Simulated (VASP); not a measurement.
# WS2 (Tungstenite) (R3m) in VASP: notebook, part 3 of 3

VASP 6.6.1. The steps go on from the part before.

### Step 6. Single point, PBEsol

This run uses another cell than the first one, of 14.46 Å³/atom, 0.784 times its volume.

INCAR reads:

```
PREC = Accurate
ENCUT = 520
EDIFF = 1E-6
ISMEAR = -1
SIGMA = 0.05
LREAL = F
LASPH = T
NELM = 60
ALGO = Normal
ISIF = 2
LWAVE = F
LCHARG = T
GGA = PS
LELF = T
LVHAR = T
NBANDS = 20
```

KPOINTS reads:

```
Automatic mesh
0
Gamma
  10 10 10
```

POSCAR reads:

```
WS2
1.0
    1.5182208013      0.8765451883      5.4337217583
   -1.5182208013      0.8765451883      5.4337217583
    0.0000000000     -1.7530903766      5.4337217583
W S
1 2
Direct
   -0.0005155956     -0.0005155956     -0.0005155956
    0.5694142445      0.5694142445      0.5694142445
    0.7624013511      0.7624013511      0.7624013511
```

Potentials or basis: VASP PAW PBE potentials, release 64 (W_sv, S).

The run is started by

```sh
cat potpaw_PBE.64/W_sv/POTCAR potpaw_PBE.64/S/POTCAR > POTCAR
mpirun -np 1 vasp_std > vasp.out
```

OUTCAR:

```text
PREC = Accurate
   ENCUT = 520
   EDIFF = 1E-6
   ISMEAR = -1
   LREAL = F
   LASPH = T
   NELM = 60
   ISIF = 2
   GGA = PS

 ion  position               nearest neighbor table
   1  0.999  0.999  0.999-   3 2.35   3 2.35   3 2.35   2 2.36   2 2.36   2 2.36
   2  0.569  0.569  0.569-   1 2.36   1 2.36   1 2.36
   3  0.762  0.762  0.762-   1 2.35   1 2.35   1 2.35

  LATTYP: Found a trigonal (rhomboedric) cell.
 ALAT       =     5.7095234491
 COS(alpha) =     0.8585834791

  Lattice vectors:

 A1 = (   1.5182208013,   0.8765451883,   5.4337217583)
 A2 = (  -1.5182208013,   0.8765451883,   5.4337217583)
 A3 = (   0.0000000000,  -1.7530903766,   5.4337217583)

Analysis of symmetry for initial positions (statically):
=====================================================================
 Subroutine PRICEL returns:
 Original cell was already a primitive cell.

 Routine SETGRP: Setting up the symmetry group for a
 trigonal (rhombohedral) supercell.

 Subroutine GETGRP returns: Found  6 space group operations
 (whereof  6 operations were pure point group operations)
 out of a pool of 12 trial point group operations.

The static configuration has the point symmetry C_3v.

Analysis of symmetry for dynamics (positions and initial velocities):
=====================================================================
 Subroutine PRICEL returns:
 Original cell was already a primitive cell.

 Routine SETGRP: Setting up the symmetry group for a
 trigonal (rhombohedral) supercell.

 Subroutine GETGRP returns: Found  6 space group operations
 (whereof  6 operations were pure point group operations)
 out of a pool of 12 trial point group operations.

The dynamic configuration has the point symmetry C_3v.

 Subroutine INISYM returns: Found  6 space group operations
 (whereof  6 operations are pure point group operations),
 and found     1 'primitive' translations

----------------------------------------------------------------------------------------

                                     Primitive cell

  volume of cell :      43.3868

  direct lattice vectors                    reciprocal lattice vectors
     1.518220801  0.876545188  5.433721758     0.329332861  0.190140416  0.061345308
    -1.518220801  0.876545188  5.433721758    -0.329332861  0.190140416  0.061345308
     0.000000000 -1.753090377  5.433721758     0.000000000 -0.380280832  0.061345308

  length of vectors
     5.709523449  5.709523449  5.709523449     0.385197038  0.385197038  0.385197038

  position of ions in fractional coordinates (direct lattice)
     0.999484404  0.999484404  0.999484404
     0.569414245  0.569414245  0.569414245
     0.762401351  0.762401351  0.762401351

  ion indices of the primitive-cell ions
   primitive index   ion index
                 1           1
                 2           2
                 3           3

----------------------------------------------------------------------------------------

 KPOINTS: Automatic mesh

Automatic generation of k-mesh.
 Grid dimensions read from file:
 generate k-points for:   10   10   10

 Generating k-lattice:

  Cartesian coordinates                     Fractional coordinates (reciprocal lattice)
     0.032933286  0.019014042  0.006134531     0.100000000  0.000000000  0.000000000
    -0.032933286  0.019014042  0.006134531     0.000000000  0.100000000  0.000000000
     0.000000000 -0.038028083  0.006134531     0.000000000  0.000000000  0.100000000

  Length of vectors
     0.038519704  0.038519704  0.038519704

  Shift w.r.t. Gamma in fractional coordinates (k-lattice)
     0.000000000  0.000000000  0.000000000

 Subroutine IBZKPT returns following result:
 ===========================================

 Found    116 irreducible k-points:

 Following reciprocal coordinates:
            Coordinates               Weight
  0.000000  0.000000  0.000000      1.000000
  0.100000  0.000000  0.000000      6.000000
  0.200000  0.000000  0.000000      6.000000
  0.300000 -0.000000  0.000000      6.000000
  0.400000  0.000000 -0.000000      6.000000
  0.500000 -0.000000 -0.000000      3.000000
[... 16 lines left out ...]
  0.300000  0.300000  0.000000      6.000000
  0.400000  0.300000  0.000000     12.000000
 [... further k-points ...]
   k-points           NKPTS =    116   k-points in BZ     NKDIM =    116   number of bands    NBANDS=     20
   number of dos      NEDOS =    301   number of ions     NIONS =      3
   total plane-waves  NPLWV =  74088
   dimension x,y,z NGX =    42 NGY =   42 NGZ =   42
   dimension x,y,z NGXF=    84 NGYF=   84 NGZF=   84
   ions per type =               1   2
   NGX,Y,Z   is equivalent  to a cutoff of  12.23, 12.23, 12.23 a.u.
   NGXF,Y,Z  is equivalent  to a cutoff of  24.46, 24.46, 24.46 a.u.
 SYSTEM =  unknown system
   PREC   = accura    normal or accurate (medium, high low for compatibility)
   ISTART =      0    job   : 0-new  1-cont  2-samecut
   ICHARG =      2    charge: 1-file 2-atom 10-const
   ISPIN  =      1    spin polarized calculation?
   LNONCOLLINEAR =      F non collinear calculations
   LSORBIT =      F    spin-orbit coupling
   LASPH  =      T    aspherical Exc in radial PAW
   ENCUT  =  520.0 eV  38.22 Ry    6.18 a.u.  10.62 10.62 10.62*2*pi/ulx,y,z
   NELM   =     60;   NELMIN=  2; NELMDL= -5     # of ELM steps
   EDIFF  = 0.1E-05   stopping-criterion for ELM
   LREAL  =      F    real-space projection
   EDIFFG = 0.1E-04   stopping-criterion for IOM
   NSW    =      0    number of steps for IOM
   IBRION =     -1    ionic relax: 0-MD 1-quasi-New 2-CG
   NFREE  =      0    steps in history (QN), initial steepest desc. (CG)
   ISIF   =      2    stress and relaxation
   ISYM   =      2    0-nonsym 1-usesym 2-fastsym
   POTIM  = 0.5000    time-step for ionic-motion
   TEBEG  =    0.0;   TEEND  =   0.0 temperature during run
   PSTRESS=    0.0 pullay stress
   NELECT =      26.0000    total number of electrons
   NUPDOWN=      -1.0000    fix difference up-down
   EMIN   =  10.00;   EMAX   =-10.00  energy-range for DOS
   EFERMI =   0.00;   METHOD = LEGACY
   ISMEAR =    -1;   SIGMA  =   0.05  broadening in eV -4-tet -1-fermi 0-gaus
   EFERMI_NEDOS =   21; number of points for ismear=-14 and -15
   IALGO  =     38    algorithm
   IMIX   =      4    mixing-type and parameters
     AMIX     =   0.40;   BMIX     =  1.00
     AMIX_MAG =   1.60;   BMIX_MAG =  1.00
  volume/ion in A,a.u.               =      14.46        97.60
  Fermi-wavevector in a.u.,A,eV,Ry     =   1.380215  2.608228 25.918998  1.904993
  Thomas-Fermi vector in A             =   2.505112
   LORBIT       =      0    0 simple, 1 ext, 2 COOP (PROOUT), +10 PAW based schemes
   GGA     = PS    functional components
   LHFCALC =     F    Hartree Fock is set to
   AEXX    =    0.0000 exact exchange contribution
   IVDW    =     0    specifies the selected vdW correction
   LEPSILON=     F    determine dielectric tensor
   LRPA    =     F    only Hartree local field effects (RPA)
 non-spin polarized calculation
  energy-cutoff  :      520.00
  volume of cell :       43.39
 maximum number of plane-waves:      1191
   NGX = 21   NGY = 21   NGZ = 21

 number of electron      26.0000001 magnetization

 Free energy of the ion-electron system (eV)
  ---------------------------------------------------
  ext. energy  EPLUGINS =         0.00000000
  ---------------------------------------------------
  free energy    TOTEN  =       -24.80879426 eV

  energy without entropy =      -24.80835900  energy(sigma->0) =      -24.80857663

 E-fermi :  10.9004     XC(G=0): -12.3775

 val. band max:       10.8613920327   @ k =   0.5000   0.5000   0.5000
 cond. band min:      11.0048541762   @ k =  -0.2000   0.2000   0.0000
 fundamental gap:      0.1434621435
 Fermi energy:        10.9003595913

 k-point     1 :       0.0000    0.0000    0.0000
  band No.  band energies     occupation
      1     -64.1464      2.00000
      2     -28.5512      2.00000
      3     -28.2091      2.00000
      4     -28.2091      2.00000
      5      -6.5623      2.00000
      6      -3.3971      2.00000
[... 12 lines left out ...]
     19      17.5391      0.00000
     20      20.2802      0.00000

 k-point     2 :       0.1000    0.0000    0.0000
  band No.  band energies     occupation
      1     -64.1432      2.00000
      2     -28.5410      2.00000
      3     -28.2641      2.00000
      4     -28.2216      2.00000
      5      -6.3589      2.00000
      6      -3.3679      2.00000
[... 498 lines left out ...]
 k-point    24 :       0.4000    0.3000    0.0000
  band No.  band energies     occupation
      1     -64.1187      2.00000
      2     -28.6474      2.00000
      3     -28.4622      2.00000
      4     -28.3401      2.00000
      5      -4.2586      2.00000
      6      -3.2312      2.00000
[... 12 lines left out ...]
     19      18.1714      0.00000
     20      19.7460      0.00000

 [... further k-points ...]
[... 5 lines left out ...]
  --------------------------------------------------------------------------------------
  -------------------------------------------------------------------------------------
  Total        5.4693212      5.4693212      5.5104291      0.0000000      0.0000000      0.0000000
  in kB      201.9696519    201.9696518    203.4876749      0.0000000      0.0000000      0.0000000
  external PRESSURE =     202.4756595 kB  Pullay stress =       0.0000000 kB

 VOLUME and BASIS-vectors are now :
 -----------------------------------------------------------------------------
  energy-cutoff  :      520.00
  volume of cell :       43.39
      direct lattice vectors                 reciprocal lattice vectors
     1.518220801  0.876545188  5.433721758     0.329332861  0.190140416  0.061345308
    -1.518220801  0.876545188  5.433721758    -0.329332861  0.190140416  0.061345308
     0.000000000 -1.753090377  5.433721758     0.000000000 -0.380280832  0.061345308

 POSITION                                       TOTAL-FORCE (eV/Angst)
 -----------------------------------------------------------------------------------
      0.00000      0.00000     16.29276         0.000000     -0.000000     -0.000796
      0.00000      0.00000      9.28212         0.000000     -0.000000     -0.016537
      0.00000      0.00000     12.42803         0.000000      0.000000      0.017333
 -----------------------------------------------------------------------------------
    total drift:                                0.000000      0.000000     -0.000052

  FREE ENERGIE OF THE ION-ELECTRON SYSTEM (eV)
  ---------------------------------------------------
  free  energy   TOTEN  =       -24.8087942553 eV

  energy  without entropy=      -24.8083589967  energy(sigma->0) =      -24.80857663
```

OSZICAR:

```text
N       E                     dE             d eps       ncg     rms          rms(c)
DAV:   1     0.198881167425E+03    0.19888E+03   -0.13191E+04  4640   0.134E+03
DAV:   2    -0.154112658720E+02   -0.21429E+03   -0.20764E+03  5224   0.356E+02
DAV:   3    -0.257535801727E+02   -0.10342E+02   -0.10163E+02  5736   0.721E+01
DAV:   4    -0.259010800903E+02   -0.14750E+00   -0.14731E+00  5452   0.889E+00
DAV:   5    -0.259030195970E+02   -0.19395E-02   -0.19394E-02  5596   0.110E+00    0.328E+01
DAV:   6    -0.249765828343E+02    0.92644E+00   -0.36138E+00  5256   0.140E+01    0.142E+01
DAV:   7    -0.248634909003E+02    0.11309E+00   -0.11800E+00  4976   0.597E+00    0.552E+00
DAV:   8    -0.248115111343E+02    0.51980E-01   -0.29082E-01  5232   0.357E+00    0.170E+00
DAV:   9    -0.248092972040E+02    0.22139E-02   -0.14737E-02  5600   0.822E-01    0.713E-01
DAV:  10    -0.248088230747E+02    0.47413E-03   -0.52599E-03  5328   0.513E-01    0.105E-01
DAV:  11    -0.248087921140E+02    0.30961E-04   -0.35774E-04  5292   0.139E-01    0.599E-02
DAV:  12    -0.248087943230E+02   -0.22089E-05   -0.41506E-05  5544   0.506E-02    0.199E-02
DAV:  13    -0.248087942553E+02    0.67635E-07   -0.61042E-06  4628   0.185E-02
   1 F= -.24808794E+02 E0= -.24808577E+02  d E =-.435259E-03
```

stdout:

```text
POSCAR found type information on POSCAR W S
 POSCAR found :  2 types and       3 ions
 scaLAPACK will be used
 -----------------------------------------------------------------------------
|                                                                             |
|                                                                             |
|     You enforced a specific xc type in the INCAR file but a different       |
|     I HOPE YOU KNOW WHAT YOU ARE DOING!                                     |
|                                                                             |
 -----------------------------------------------------------------------------

 LDA part: xc-table for (Slater+PW92), standard interpolation
 POSCAR, INCAR and KPOINTS ok, starting setup
 FFT: planning ... GRIDC
 FFT: planning ... GRID_SOFT
 FFT: planning ... GRID
 WAVECAR not read
 entering main loop
```

Wall time 1.7 min (1 thread of Intel Xeon 6975P-C (Granite Rapids), shared host); peak memory 0.3 GiB.

Results:

| Property | Result |
| --- | --- |
| Free energy | -24.8088 eV |
| Pressure | 20.2 GPa |
| Largest force | 0.017 eV/Å |
| Band gap on the k mesh | 0.14 eV, indirect (least direct gap 1.56 eV) |

Forces in eV/Å, atoms in the order of the input:
```
W    0.000  0.000 -0.001
S    0.000  0.000 -0.017
S    0.000  0.000  0.017
```

Levels at points of the mesh, in eV from the valence-band top:
| k point | band 10 | band 11 | band 12 | band 13 | band 14 | band 15 | band 16 | band 17 |
| --- | --- | --- | --- | --- | --- | --- | --- | --- |
| (0.00, 0.00, 0.00) | -2.88 | -2.88 | -2.44 | -0.80 | 1.56 | 1.56 | 2.34 | 2.34 |
| (0.50, 0.00, 0.00) | -5.12 | -3.17 | -2.59 | -1.97 | 2.05 | 2.30 | 2.77 | 3.55 |
| (0.50, 0.50, 0.00) | -4.71 | -4.39 | -2.96 | -2.30 | 2.15 | 2.22 | 3.10 | 4.61 |
| (0.50, 0.50, 0.50) | -4.21 | -2.69 | -2.69 | 0.00 | 1.56 | 1.56 | 2.12 | 2.12 |

Caveat: the PAW data sets were made with another functional, which shifts forces and pressure a little; spin-orbit coupling is left out, which moves the levels of the heavy elements. A k mesh can miss the band edges.

### Step 7. Summary

| level | potentials or basis | cell | gap on the mesh (eV) | pressure (GPa) | largest force (eV/Å) |
| --- | --- | --- | --- | --- | --- |
| PBEsol | VASP PAW PBE potentials, release 64 (W_sv, S) | a = 6.512 Å, angles 28.4°, 3 atoms | 1.07 | -6.5 | 0.98 |
| LDA | VASP PAW LDA potentials, release 64 (W_sv, S) | a = 6.427 Å, angles 28.4°, 3 atoms | 0.99 | -3.3 | 0.59 |
| PBEsol | VASP PAW PBE potentials, release 64 (W_sv, S) | a = 6.553 Å, angles 28.4°, 3 atoms | 1.08 | -9.1 | 1.26 |
| PBEsol | VASP PAW PBE potentials, release 64 (W_sv, S) | a = 5.584 Å, angles 31.1°, 3 atoms | none | 30.4 | 0.02 |
| PBEsol | VASP PAW PBE potentials, release 64 (W_sv, S) | a = 5.710 Å, angles 30.8°, 3 atoms | 0.14 | 20.2 | 0.02 |

Alike in all rows: task single point; no spin polarisation; k mesh 10 × 10 × 10; cutoff (eV) 520; smearing fermi-dirac 0.05 eV.

Caveats: spin-orbit coupling is left out, which moves the levels of the heavy elements; the PAW data sets were made with another functional, which shifts forces and pressure a little (some runs).

Total energies depend on the potentials used, so only differences within one code and one set of settings carry meaning.
